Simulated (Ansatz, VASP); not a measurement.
**One calculation of Au, two programs**

File INCAR:

```
SYSTEM = Au
ALGO = Normal
EDIFF = 1E-7
ENCUT = 520
GGA = PS
ISIF = 2
ISMEAR = 0
LASPH = .True.
LCHARG = .True.
LELF = .True.
LREAL = .False.
LVHAR = .True.
LWAVE = .False.
NBANDS = 12
NELM = 60
PREC = Accurate
SIGMA = 0.15
```

Contents of KPOINTS:

```
k-points
0
Gamma
  20 20 20
  0 0 0
```

Contents of POSCAR:

```
Au
1.0
    0.0000000000      1.9432250000      2.0455000000
    1.9432250000      0.0000000000      2.0455000000
    1.9432250000      1.9432250000      0.0000000000
Au
1
Direct
    0.0000000000      0.0000000000      0.0000000000
```

Input for Ansatz:

```yaml
crystal:
  lattice:
    - [0.0, 1.943225, 2.0455]
    - [1.943225, 0.0, 2.0455]
    - [1.943225, 1.943225, 0.0]
  atoms:
    - { symbol: Au, position: [0.0, 0.0, 0.0] }
basis:
  ecutwfc: 420
kpoints:
  mp_grid: { grid: [20, 20, 20] }
hamiltonian:
  xc: pbesol
scf:
  occupations: { method: gaussian, width: 0.15 }
output:
  forces: true
  stress: true
  eigenvalues: true
```

Change from the starting cell: strain -0.050 along x and y, +0.000 along z, atoms carried along.

Alike in both runs: task single point; functional PBEsol; k mesh 20 × 20 × 20; occupations gaussian, width 0.15 eV; no spin polarisation.

```csv
,VASP,Ansatz
version,VASP 6.6.1,Ansatz 0.2.0
potentials or method,"VASP PAW PBE potentials, release 64 (Au), cutoff 520 eV","scalar-relativistic, plane waves, PAW"
valence electrons in the cell,11,19
```

|  | VASP | Ansatz | Ansatz less VASP |
| --- | --- | --- | --- |
| gap on the k mesh at the Fermi level (eV) | none | none | - |
| pressure (GPa) | 22.0 | 22.4 | +0.38 |
| traceless stress, the component that is largest in VASP (GPa) | -1.87 | -1.87 | +0.005 |

VASP's potentials were made for PBE, not for PBEsol. A gap of «none» marks a metal or a gap that the smearing closes. VASP's potentials hold 11 valence electrons a cell and Ansatz's 19, so a difference there can come from the potentials and not from the codes.

Neither program's run includes spin-orbit coupling.
